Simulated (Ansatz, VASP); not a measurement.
**Two plane-wave programs on C**

Contents of INCAR:

```
SYSTEM = C
ALGO = Normal
EDIFF = 1E-8
ENCUT = 520
GGA = PS
GGA_COMPAT = .FALSE.
ISIF = 2
ISMEAR = -1
LASPH = .TRUE.
LCHARG = .FALSE.
LEFG = .TRUE.
LREAL = .FALSE.
LWAVE = .FALSE.
NBANDS = 11
NELM = 120
PREC = Accurate
SIGMA = 0.05
```

KPOINTS

```
k-points
0
G
  13 13 13
  0 0 0
```

The input POSCAR:

```
C
1.0
    0.0000000000      1.8092834172      1.8092834172
    1.8092834172      0.0000000000      1.8092834172
    1.8092834172      1.8092834172      0.0000000000
C
2
Direct
    0.0000000000      0.0000000000      0.0000000000
    0.2500000000      0.2500000000      0.2500000000
```

Input for Ansatz:

```yaml
crystal:
  lattice:
    - [0.0, 1.8092834172, 1.8092834172]
    - [1.8092834172, 0.0, 1.8092834172]
    - [1.8092834172, 1.8092834172, 0.0]
  atoms:
    - { symbol: C, position: [0.0, 0.0, 0.0] }
    - { symbol: C, position: [0.25, 0.25, 0.25] }
kpoints:
  mp_grid: { grid: [13, 13, 13] }
scf:
  occupations: { method: fermi_dirac, width: 0.05 }
hamiltonian:
  xc: pbesol
  pseudopotentials: { kind: paw }
output:
  forces: true
  stress: true
  eigenvalues: true
  efg: { contact_densities: true }
```

Change from the starting cell: functional pbesol, volume scaled by 1.04, PAW files.

Alike in both runs: task electric field gradients; functional PBEsol; k mesh 13 × 13 × 13; occupations fermi-dirac, width 0.05 eV; no spin polarisation.

|  | VASP | Ansatz |
| --- | --- | --- |
| version | VASP 6.6.1 | Ansatz 0.2.0 |
| potentials or method | VASP PAW PBE potentials, release 64 (C) | PAW with Ansatz's default frozen-core files, scalar-relativistic |
| plane-wave cutoff (eV) | 520 | 420 |
| valence electrons in the cell | 8 | 8 |

```csv
,VASP,Ansatz,Ansatz less VASP
gap on the k mesh at the Fermi level (eV),3.92,3.93,+0.009
pressure (GPa),-21.2,-22.1,-0.85
```

VASP's potentials were made for PBE, not for PBEsol. With one functional, cell and mesh, what is left measures potentials, basis and numerics.
